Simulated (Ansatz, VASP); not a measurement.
## Hf: VASP beside Ansatz

INCAR

```
ALGO = Normal
EDIFF = 1E-7
EDIFFG = -0.02
ENCUT = 600
GGA = RP
IBRION = 2
ISIF = 3
ISMEAR = -1
IVDW = 12
LASPH = True
LCHARG = False
LREAL = False
LWAVE = False
NELM = 80
NSW = 80
PREC = Accurate
SIGMA = 0.05
```

Contents of KPOINTS:

```
k-points
0
Gamma
  10 10 5
```

Contents of POSCAR:

```
Hf
1.0
    3.1967000000      0.0000000000      0.0000000000
   -1.5983500000      2.7684234083      0.0000000000
    0.0000000000      0.0000000000      5.0578000000
Hf
2
Direct
    0.6666666667      0.3333333333      0.7500000000
    0.3333333333      0.6666666667      0.2500000000
```

Contents of input.yaml:

```yaml
crystal:
  lattice:
    - [3.1967, 0.0, 0.0]
    - [-1.59835, 2.7684234083, 0.0]
    - [0.0, 0.0, 5.0578]
  atoms:
    - { symbol: Hf, position: [0.6666666667, 0.3333333333, 0.75] }
    - { symbol: Hf, position: [0.3333333333, 0.6666666667, 0.25] }
kpoints:
  mp_grid: { grid: [10, 10, 5] }
scf:
  occupations: { method: fermi_dirac, width: 0.05 }
hamiltonian:
  xc: rpbe
  dispersion: d3bj
  pseudopotentials: { kind: all_electron, lapw: { basis_error: 0.001 } }
output:
  forces: true
  stress: true
relax:
  f_tol: 0.02
  max_steps: 60
  cell: {}
```

Alike in both runs: task relaxation of cell and atoms; functional RPBE; dispersion D3(BJ); k mesh 10 × 10 × 5; occupations fermi-dirac, width 0.05 eV; no spin polarisation.

|  | VASP | Ansatz |
| --- | --- | --- |
| version | VASP 6.6.1 | Ansatz 0.2.0 |
| potentials or method | VASP PAW PBE potentials, release 64 (Hf_pv), cutoff 600 eV | all-electron LAPW, scalar-relativistic |

```csv
,VASP,Ansatz,Ansatz less VASP
relaxed volume (Å³/atom),18.02,18.11,+0.088
relaxed cell length with the largest relative difference (Å),4.740,4.750,+0.0091
```

VASP's potentials were made for PBE, not for RPBE. Ansatz ran all-electron here, and VASP with PAW potentials.

Spin-orbit coupling is off throughout. Noted on VASP's run: the volume moved by over 15 % at a fixed basis, so the end points are rough. Noted on Ansatz's run: the volume moved by over 15 % at a fixed basis, so the end points are rough.
